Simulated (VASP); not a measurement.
Here is a VASP 6.6.1 calculation.

File POSCAR:

```
Cu
1.0
    2.5837974578      0.0000000000      0.0000000000
   -1.2918987289      2.2376342367      0.0000000000
    0.0000000000      0.0000000000      4.1932301247
Cu
2
Direct
    0.6666666667      0.3333333333      0.7500000000
    0.3333333333      0.6666666667      0.2500000000
```

File INCAR.step1:

```
SYSTEM = Cu
PREC = Accurate
ENCUT = 520
EDIFF = 1E-5
ISMEAR = -1
SIGMA = 0.05
LREAL = .False.
LASPH = .True.
NELM = 60
ALGO = Normal
ISIF = 2
LWAVE = .True.
GGA = PE
NBANDS = 18
```

The input INCAR.step2:

```
SYSTEM = Cu
PREC = Accurate
ENCUT = 520
EDIFF = 1E-6
ISMEAR = -1
SIGMA = 0.05
LREAL = .False.
LASPH = .True.
NELM = 60
ALGO = Normal
ISIF = 2
LWAVE = .False.
LCHARG = .True.
GGA = PE
LHFCALC = .True.
AEXX = 0.25
PRECFOCK = Normal
LELF = .True.
LVHAR = .True.
ISTART = 1
NBANDS = 18
```

Contents of KPOINTS:

```
Automatic mesh
0
Gamma
  8 8 4
  0 0 0
```

Potentials or basis: VASP PAW PBE potentials, release 64 (Cu).

Run with:

```bash
$ cat potpaw_PBE.64/Cu/POTCAR > POTCAR
$ cp INCAR.step1 INCAR
$ mpirun -np 1 vasp_std > vasp.out
$ cp INCAR.step2 INCAR
$ mpirun -np 1 vasp_std > vasp.out
```

Problem. What does it give for the band gap on the k mesh?

Solution. Zero (bands 11 and 12 overlap by 7.52 eV).

Problem. Estimate the pressure.

Solution. -0.6 GPa.

Stress tensor (GPa, compression positive):
```
-0.41  0.00  0.00
 0.00 -0.41  0.00
 0.00  0.00 -0.97
```

Caveat: the k points lie up to 0.37 Å⁻¹ apart, too coarse for converged energies and pressures of a metal; the PAW data sets were made with another functional, which shifts forces and pressure a little.
